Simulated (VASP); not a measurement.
# Rh (P6_3/mmc) in VASP: elastic constants with LDA

Aim: the elastic constants of Rh with LDA.

Program: VASP 6.6.1. These are calculated values, not measurements. Logs are shortened: lines on timing, memory, paths and dates and some standing lists are left out, and cuts for length are marked.

### 1 The cell of the first run

The structure is hexagonal, space group P6_3/mmc (No. 194). The conventional cell has a = 2.591 Å, b = 2.591 Å, c = 4.186 Å, α = 90.00°, β = 90.00°, γ = 120.00°. Within 3.4 Å of Rh (site symmetry -6m2) lie 12 Rh at 2.57 to 2.59 Å.

This isn't the form of Rh at room conditions, which is fcc.

### 2 Elastic constants, LDA

INCAR reads:

```
SYSTEM = Rh
ALGO     = Normal         ! electronic algorithm
EDIFF    = 1E-8           ! SCF threshold, eV
ENCUT    = 500            ! plane-wave cutoff, eV
GGA      = CA             ! functional
GGA_COMPAT= .False.      
IBRION   = 6              ! ionic algorithm
ISIF     = 3              ! what is computed and relaxed
ISMEAR   = -1             ! smearing method
LASPH    = .True.         ! aspherical terms in the spheres
LCHARG   = .False.        ! write CHGCAR
LREAL    = .False.        ! projectors in reciprocal space
LWAVE    = .False.        ! write WAVECAR
NELM     = 120            ! most SCF steps
NFREE    = 2            
NSW      = 1              ! ionic steps
POTIM    = 0.015          ! step
PREC     = Accurate       ! precision mode
SIGMA    = 0.15           ! smearing width, eV
```

KPOINTS reads:

```
k-points
0
Gamma
  18 18 10
  0 0 0
```

POSCAR reads:

```
Rh
1.0
    2.5908532347      0.0000000000      0.0000000000
   -1.2954266174      2.2437447187      0.0000000000
    0.0000000000      0.0000000000      4.1862518594
Rh
2
Direct
    0.6666666667      0.3333333333      0.7500000000
    0.3333333333      0.6666666667      0.2500000000
```

Potentials or basis: VASP PAW LDA potentials, release 64 (Rh_pv).

Command:

```sh
> cat potpaw_LDA.64/Rh_pv/POTCAR > POTCAR
> mpirun -np 1 vasp_std > vasp.out
```

OUTCAR:

```text
SYSTEM = Rh
   EDIFF = 1E-8
   ENCUT = 500
   GGA = CA
   IBRION = 6
   ISIF = 3
   ISMEAR = -1
   LASPH = .True.
   LREAL = .False.
   NELM = 120
   NFREE = 2
   NSW = 1
   POTIM = 0.015
   PREC = Accurate

 ion  position               nearest neighbor table
   1  0.667  0.333  0.750-   2 2.57   2 2.57   2 2.57   2 2.57   2 2.57   2 2.57
   2  0.333  0.667  0.250-   1 2.57   1 2.57   1 2.57   1 2.57   1 2.57   1 2.57

  LATTYP: Found a hexagonal cell.
 ALAT       =     2.5908532347
 C/A-ratio  =     1.6157811656

  Lattice vectors:

 A1 = (   2.5908532347,   0.0000000000,   0.0000000000)
 A2 = (  -1.2954266174,   2.2437447187,   0.0000000000)
 A3 = (   0.0000000000,   0.0000000000,   4.1862518594)

Analysis of symmetry for initial positions (statically):
=====================================================================
 Subroutine PRICEL returns:
 Original cell was already a primitive cell.

 Routine SETGRP: Setting up the symmetry group for a
 hexagonal supercell.

 Subroutine GETGRP returns: Found 24 space group operations
 (whereof 12 operations were pure point group operations)
 out of a pool of 24 trial point group operations.

The static configuration has the point symmetry D_3d.
 The point group associated with its full space group is D_6h.

Analysis of symmetry for dynamics (positions and initial velocities):
=====================================================================
 Subroutine PRICEL returns:
 Original cell was already a primitive cell.

 Routine SETGRP: Setting up the symmetry group for a
 hexagonal supercell.

 Subroutine GETGRP returns: Found 24 space group operations
 (whereof 12 operations were pure point group operations)
 out of a pool of 24 trial point group operations.

The dynamic configuration has the point symmetry D_3d.
 The point group associated with its full space group is D_6h.

 Subroutine INISYM returns: Found 24 space group operations
 (whereof 12 operations are pure point group operations),
 and found     1 'primitive' translations

----------------------------------------------------------------------------------------

                                     Primitive cell

  volume of cell :      24.3356

  direct lattice vectors                    reciprocal lattice vectors
     2.590853235  0.000000000  0.000000000     0.385973233  0.222841750  0.000000000
    -1.295426617  2.243744719  0.000000000     0.000000000  0.445683500  0.000000000
     0.000000000  0.000000000  4.186251859     0.000000000  0.000000000  0.238877171

  length of vectors
     2.590853235  2.590853235  4.186251859     0.445683500  0.445683500  0.238877171

  position of ions in fractional coordinates (direct lattice)
     0.666666667  0.333333333  0.750000000
     0.333333333  0.666666667  0.250000000

  ion indices of the primitive-cell ions
   primitive index   ion index
                 1           1
                 2           2

----------------------------------------------------------------------------------------

 KPOINTS: k-points

Automatic generation of k-mesh.
 Grid dimensions read from file:
 generate k-points for:   18   18   10

 Generating k-lattice:

[... 97 lines left out ...]
 NGX is ok and might be reduce to    20
   NGX =  9   NGY =  9   NGZ = 15

--------------------------------------- Ionic step        1  -------------------------------------------

 number of electron      30.0000003 magnetization

 Free energy of the ion-electron system (eV)
  ---------------------------------------------------
  ext. energy  EPLUGINS =         0.00000000
  ---------------------------------------------------
  free energy    TOTEN  =       -17.15326258 eV

  energy without entropy =      -16.95774448  energy(sigma->0) =      -17.05550353

------------------------ aborting loop because EDIFF is reached ----------------------------------------

  FORCE on cell =-STRESS in cart. coord.  units (eV):
  Direction    XX          YY          ZZ          XY          YZ          ZX
  --------------------------------------------------------------------------------------
  -------------------------------------------------------------------------------------
  Total        5.5169668      5.5169668      5.5230210     -0.0000000     -0.0000000     -0.0000000
  in kB      363.2196594    363.2196594    363.6182476     -0.0000000     -0.0000000     -0.0000000
  external PRESSURE =     363.3525221 kB  Pullay stress =       0.0000000 kB
[... 89 lines left out ...]
  FREE ENERGIE OF THE ION-ELECTRON SYSTEM (eV)
  ---------------------------------------------------
  free  energy   TOTEN  =       -17.0565775662 eV

  energy  without entropy=      -16.8657991641  energy(sigma->0) =      -16.96118837

[... ionic steps 4 to 14 ...]

--------------------------------------- Ionic step       15  -------------------------------------------

 number of electron      30.0000001 magnetization

------------------------ aborting loop because EDIFF is reached ----------------------------------------
[... 67 lines left out ...]
--------------------------------------- Ionic step       17  -------------------------------------------

 number of electron      30.0000005 magnetization

 Free energy of the ion-electron system (eV)
  ---------------------------------------------------
  ext. energy  EPLUGINS =         0.00000000
  ---------------------------------------------------
  free energy    TOTEN  =       -17.15102716 eV

  energy without entropy =      -16.95551364  energy(sigma->0) =      -17.05327040

 E-fermi :  14.2275     XC(G=0): -15.1405

 val. band max:       14.2265771322   @ k =   0.3889   0.2222   0.3000
 cond. band min:      14.2278193526   @ k =   0.3889   0.0000   0.2000
 fundamental gap:      0.0012422204
 Fermi energy:        14.2275486234

 k-point     1 :       0.0000    0.0000    0.0000
  band No.  band energies     occupation
      1     -33.3879      2.00000
      2     -32.3857      2.00000
      3     -32.3857      2.00000
      4     -32.2287      2.00000
      5     -32.2237      2.00000
      6     -32.2237      2.00000
[... 505 lines left out ...]
      6     -32.4277      2.00000
[... 11 lines left out ...]
     18      21.4805      0.00000
     19      25.5144      0.00000

 [... further k-points ...]
[... 5 lines left out ...]
  --------------------------------------------------------------------------------------
  -------------------------------------------------------------------------------------
  Total        5.5234360      5.5234360      5.5364212     -0.0000000     -0.0000000      0.0000000
  in kB      363.6455714    363.6455714    364.5004757     -0.0000000     -0.0000000      0.0000000
  external PRESSURE =     363.9305395 kB  Pullay stress =       0.0000000 kB
[... 17 lines left out ...]
  FREE ENERGIE OF THE ION-ELECTRON SYSTEM (eV)
  ---------------------------------------------------
  free  energy   TOTEN  =       -17.1510271570 eV

  energy  without entropy=      -16.9555136419  energy(sigma->0) =      -17.05327040

 INTERNAL STRAIN TENSORS FROM STRAINED CELLS
 ============================================

 INTERNAL STRAIN TENSOR FOR ION    1 for displacements in x,y,z  (eV/Angst):
          X           Y           Z          XY          YZ          ZX
  --------------------------------------------------------------------------------
  x    -0.00000     0.00000     0.00000     3.94751    -0.00000     0.00000
  y     3.95677    -3.94347    -0.00000    -0.00012     0.00001    -0.00006
  z     0.00000    -0.00000     0.00000     0.00000    -0.00129    -0.00000

 INTERNAL STRAIN TENSORS FROM DISPLACED ATOMS
 ============================================

 INTERNAL STRAIN TENSOR FOR ION    1 for displacements in x,y,z  (eV/Angst):
          X           Y           Z          XY          YZ          ZX
  --------------------------------------------------------------------------------
  x    -0.00000     0.00000    -0.00000     3.94532     0.00000     0.00000
  y     3.94532    -3.94532    -0.00000     0.00000     0.00000     0.00000
  z    -0.00000     0.00000    -0.00000    -0.00000     0.00000     0.00000

 INTERNAL STRAIN TENSOR FOR ION    2 for displacements in x,y,z  (eV/Angst):
          X           Y           Z          XY          YZ          ZX
  --------------------------------------------------------------------------------
  x     0.00000    -0.00000     0.00000    -3.94532     0.00000     0.00000
  y    -3.94532     3.94532     0.00000    -0.00000     0.00000     0.00000
  z     0.00000     0.00000     0.00000     0.00000     0.00000    -0.00000

 Eigenvectors and eigenvalues of the dynamical matrix
 ----------------------------------------------------

   1 f  =    9.716950 THz    61.053398 2PiTHz  324.122569 cm-1    40.186059 meV
             X         Y         Z           dx          dy          dz
      1.295427  0.747915  3.139689     0.000000    0.000000   -0.707107
     -0.000000  1.495830  1.046563     0.000000    0.000000    0.707107
[... 21 lines left out ...]
   6 f  =    0.000000 THz     0.000000 2PiTHz    0.000000 cm-1     0.000000 meV
             X         Y         Z           dx          dy          dz
      1.295427  0.747915  3.139689     0.000000   -0.000000    0.707107
     -0.000000  1.495830  1.046563     0.000000    0.000000    0.707107

--------------------------------------------------------------------------------------------------------

 ELASTIC MODULI CONTR FROM IONIC RELAXATION (kBar)
 Direction    XX          YY          ZZ          XY          YZ          ZX
 --------------------------------------------------------------------------------
 XX        -163.4509    163.4509      0.0000      0.0000      0.0000     -0.0000
 YY         163.4509   -163.4509     -0.0000      0.0000      0.0000      0.0000
 ZZ           0.0000     -0.0000     -0.0000      0.0000      0.0000      0.0000
 XY           0.0000      0.0000      0.0000   -163.4509      0.0000      0.0000
 YZ           0.0000      0.0000      0.0000      0.0000      0.0000      0.0000
 ZX          -0.0000      0.0000      0.0000      0.0000      0.0000     -0.0000
 --------------------------------------------------------------------------------

 TOTAL ELASTIC MODULI (kBar)
 Direction    XX          YY          ZZ          XY          YZ          ZX
 --------------------------------------------------------------------------------
 XX        7249.2436   2968.2215   3028.7778     -0.0000     -0.0000     -0.0000
 YY        2968.2215   7249.2436   3028.7778     -0.0000     -0.0000      0.0000
 ZZ        3028.7778   3028.7778   7521.3037     -0.0000      0.0000     -0.0000
 XY          -0.0000     -0.0000     -0.0000   2140.5111      0.0000     -0.0000
 YZ          -0.0000     -0.0000      0.0000      0.0000   1233.1869     -0.0000
 ZX          -0.0000      0.0000      0.0000     -0.0000     -0.0000   1233.1870
 --------------------------------------------------------------------------------
```

It took 63 min on 1 thread of AMD EPYC 9755, shared host; peak memory 0.64 GiB.

Results:

| Item | Value |
| --- | --- |
| Voigt bulk modulus | 445 GPa |
| Highest phonon frequency at Γ | 324 cm⁻¹ |

Phonon frequencies in cm⁻¹ (negative: imaginary):
```
              q point        frequencies
(0.000, 0.000, 0.000)  0 0 0 182 182 324
```

Elastic tensor in Voigt notation (GPa, in the Cartesian axes of the cell as first typed):
```
725 297 303   0   0   0
297 725 303   0   0   0
303 303 752   0   0   0
  0   0   0 123   0   0
  0   0   0   0 123   0
  0   0   0   0   0 214
```

Clamped-ion elastic tensor (GPa):
```
741 280 303   0   0   0
280 741 303   0   0   0
303 303 752   0   0   0
  0   0   0 123   0   0
  0   0   0   0 123   0
  0   0   0   0   0 230
```

Caveat: the cell is under stress, which shifts elastic constants.
